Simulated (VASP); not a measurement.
Set up this calculation in VASP 6.6.1, as the native input.

```
Task                   : single point
Functional             : PBE
Potentials or basis    : VASP PAW PBE potentials, release 64 (W_sv, Au, N)
Cutoff                 : 600 eV
k mesh                 : 3 × 3 × 4
Occupations            : gaussian, width 0.15 eV
Spin                   : no spin polarisation
Dipole correction      : no
Further INCAR settings : ALGO = Normal; EDIFF = 1e-06; NBANDS = 36
```

The structure of W2AuN3 lies in POSCAR:

```
W2AuN3
1.0
    2.7090153436     -4.6982670396      0.0044418144
    2.7090153436      4.6982670396      0.0044418144
   -0.0599565198      0.0000000000      2.7819570647
W Au N
2 1 3
Direct
    0.6665448644      0.3334551356      0.0000000000
    0.3334551356      0.6665448644      0.0000000000
    0.0000000000      0.0000000000      0.0000000000
    0.0000000000      0.5000000000      0.5000000000
    0.5000000000      0.0000000000      0.5000000000
    0.5000000000      0.5000000000      0.5000000000
```

The cell was built from a structure type or drawn by symmetry, and may not be a known phase.

One way to write it, as run:

INCAR

```
SYSTEM = W2AuN3
  ALGO = Normal
  EDIFF = 1E-6
  ENCUT = 600
  GGA = PE
  GGA_COMPAT = .False.
  ISIF = 2
  ISMEAR = 0
  LASPH = .True.
  LCHARG = .False.
  LREAL = .False.
  LWAVE = .False.
  NBANDS = 36
  NELM = 120
  PREC = Accurate
  SIGMA = 0.15
```

KPOINTS

```
k-points
0
Gamma
  3 3 4
  0 0 0
```

Potentials or basis: VASP PAW PBE potentials, release 64 (W_sv, Au, N).

Command:

```console
$ cat potpaw_PBE.64/W_sv/POTCAR potpaw_PBE.64/Au/POTCAR potpaw_PBE.64/N/POTCAR > POTCAR
$ mpirun -np 1 vasp_std > vasp.out
```

It gave:

```json
{
  "Pressure": "0.5 GPa",
  "Largest force": "0.018 eV/Å",
  "Band gap on the k mesh": "zero (bands 27 and 28 overlap by 0.39 eV)"
}
```

Caveat: the k points lie up to 0.56 Å⁻¹ apart; spin-orbit coupling is left out, which moves the levels of the heavy elements.

It took 66 s on 1 thread of Intel Xeon 8259CL, on a shared host, peak memory 0.24 GiB.
